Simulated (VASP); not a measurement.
Here is a VASP 6.6.1 calculation.

INCAR

```
ALGO     = Normal         # electronic algorithm
EDIFF    = 1E-6           # SCF threshold, eV
ENCUT    = 520            # plane-wave cutoff, eV
GGA      = PE             # functional
ISIF     = 2              # what is computed and relaxed
ISMEAR   = 0              # smearing method
LASPH    = True           # aspherical terms in the spheres
LCHARG   = False          # write CHGCAR
LDAU     = True           # DFT+U
LDAUJ    = 0 0 0        
LDAUL    = -1 2 -1        # shell
LDAUPRINT= 1            
LDAUTYPE = 2            
LDAUU    = 0 4 0          # U, eV
LMAXMIX  = 4              # l up to which the mixer works
LREAL    = False          # projectors in reciprocal space
LWAVE    = False          # write WAVECAR
NBANDS   = 28             # bands
NELM     = 150            # most SCF steps
PREC     = Accurate       # precision mode
SIGMA    = 0.02           # smearing width, eV
```

KPOINTS

```
k-points
0
Gamma
  8 8 8
```

The input POSCAR:

```
BaTiO3
1.0
    4.0068370738      0.0000000000      0.0000000000
    0.0000000000      4.0068370738      0.0000000000
    0.0000000000      0.0000000000      4.0955801104
Ba Ti O
1 1 3
Direct
    0.5000000000      0.5000000000      0.5828872000
    0.0000000000      0.0000000000      0.0963744491
    0.0000000000      0.5000000000      0.0641917929
    0.5000000000      0.0000000000      0.0641917929
    0.0000000000      0.0000000000      0.5523517552
```

Potentials or basis: VASP PAW PBE potentials, release 64 (Ba_sv, Ti_sv, O).

The run is started by

```console
$ cat potpaw_PBE.64/Ba_sv/POTCAR potpaw_PBE.64/Ti_sv/POTCAR potpaw_PBE.64/O/POTCAR > POTCAR
$ mpirun -np 1 vasp_std > vasp.out
```

Problem. What does it give for the largest force?

Solution. 0.516 eV/Å.

Problem. Predict the pressure.

Solution. 4.6 GPa.

Problem. What does it give for the band gap on the k mesh?

Solution. 2.23 eV (least direct gap 2.66 eV).

Eigenvalues of the final occupation matrices:
```
    site  spin  trace               eigenvalues
site 2 d     1   0.80  0.10 0.11 0.11 0.23 0.24
site 2 d     2   0.80  0.10 0.11 0.11 0.23 0.24
```

Caveat: the cell stands under pressure; spin-orbit coupling is left out, which moves the levels of the heavy elements. A k mesh can miss the band edges.
